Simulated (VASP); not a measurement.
Runs of VASP 6.6.1 on AlP5. The structure is that of space group P6/mmm (No. 191), or close to it. The cells are those of the table. 

```csv
task,cell,k mesh,cutoff (eV),k mesh for the DOS,occupations for the DOS,gap on the mesh (eV),pressure (GPa),relaxed volume (Å³/atom)
relaxation of cell and atoms,"relaxed from a = 7.656, b = 7.656, c = 2.532 Å, angles 90.0, 90.0, 120.0°, 6 atoms",3 × 3 × 6,600,-,-,none,0.0,21.63
relaxation of cell and atoms,"relaxed from a = 7.982, b = 7.982, c = 2.357 Å, angles 90.0, 90.0, 120.0°, 6 atoms",6 × 6 × 16,600,-,-,none,0.0,21.54
relaxation of cell and atoms,"relaxed from a = 6.018, b = 6.018, c = 3.928 Å, angles 90.0, 90.0, 120.0°, 6 atoms",3 × 3 × 4,600,-,-,none,0.0,(a)
single point,"a = 7.920, b = 7.920, c = 2.387 Å, angles 90.0, 90.0, 120.0°, 6 atoms",6 × 6 × 16,520,-,-,none,-0.2,-
single point,"a = 7.982, b = 7.982, c = 2.357 Å, angles 90.0, 90.0, 120.0°, 6 atoms",3 × 3 × 6,520,-,-,none,-0.2,-
single point,"a = 7.656, b = 7.656, c = 2.532 Å, angles 90.0, 90.0, 120.0°, 6 atoms",3 × 3 × 4,520,-,-,none,-0.2,-
single point,"a = 6.018, b = 6.018, c = 3.928 Å, angles 90.0, 90.0, 120.0°, 6 atoms",3 × 3 × 4,520,-,-,none,56.7,-
```

Alike in all rows: level PBE; potentials or basis VASP PAW PBE potentials, release 64 (Al, P); no spin polarisation; smearing gaussian 0.1 eV.

**Question.** Estimate the missing entries.

**Answer.** (a) 21.38.

Caveats: some runs use coarse meshes.

A gap of «none» marks levels without a gap at the run's occupations.
